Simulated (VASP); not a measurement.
Set up this calculation in VASP 6.6.1, as the native input.

```
Task                   : relaxation of cell and atoms
Functional             : PBE
Potentials or basis    : VASP PAW PBE potentials, release 64 (Sn_d)
Cutoff                 : 600 eV
k mesh                 : 15 × 15 × 15
Occupations            : fermi-dirac, width 0.03 eV
Spin                   : no spin polarisation
Dipole correction      : no
Further INCAR settings : ALGO = Normal; EDIFF = 1e-07; IBRION = 2; EDIFFG = -0.005; NSW = 100; ISIF = 3
```

The structure of Sn lies in POSCAR:

```
Sn
1.0
   -1.6934673112      1.6934673112      1.6934673112
    1.6934673112     -1.6934673112      1.6934673112
    1.6934673112      1.6934673112     -1.6934673112
Sn
1
Direct
    0.0000000000      0.0000000000      0.0000000000
```

This isn't the form of Sn at room conditions, which is tetragonal (white tin).

These files were run (other wordings do the same):

INCAR

```
  PREC = Accurate
  ENCUT = 600
  EDIFF = 1E-7
  ISMEAR = -1
  SIGMA = 0.03
  LREAL = F
  LASPH = T
  NELM = 80
  ALGO = Normal
  ISIF = 3
  LWAVE = F
  LCHARG = F
  GGA = PE
  IBRION = 2
  NSW = 100
  EDIFFG = -0.005
```

KPOINTS

```
regular mesh
0
Gamma
  15 15 15
```

Potentials or basis: VASP PAW PBE potentials, release 64 (Sn_d).

Run with:

```console
$ cat potpaw_PBE.64/Sn_d/POTCAR > POTCAR
$ mpirun -np 1 vasp_std > vasp.out
```

Results of the run:

- Relaxed volume: 27.59 Å³/atom
- Relaxed cell: a = 3.297 Å, b = 3.297 Å, c = 3.297 Å, α = 109.47°, β = 109.47°, γ = 109.47°
- Space group after relaxing (to 0.1 Å): Im-3m (No. 229)
- Energy gained by relaxing: 698.3 meV/atom
- Ionic steps: 5
- Pressure after relaxing: 0.0 GPa
- Band gap on the k mesh: zero (bands 7 and 8 overlap by 10.25 eV)

Caveat: the volume moved by over 15 % at a fixed basis, so the end points are rough; spin-orbit coupling is left out, which moves the levels of the heavy elements.

Wall time 2.1 min on 1 thread of AMD EPYC 7R43 64-Core Processor (Zen 3), with other jobs on the host, peak memory 0.14 GiB.
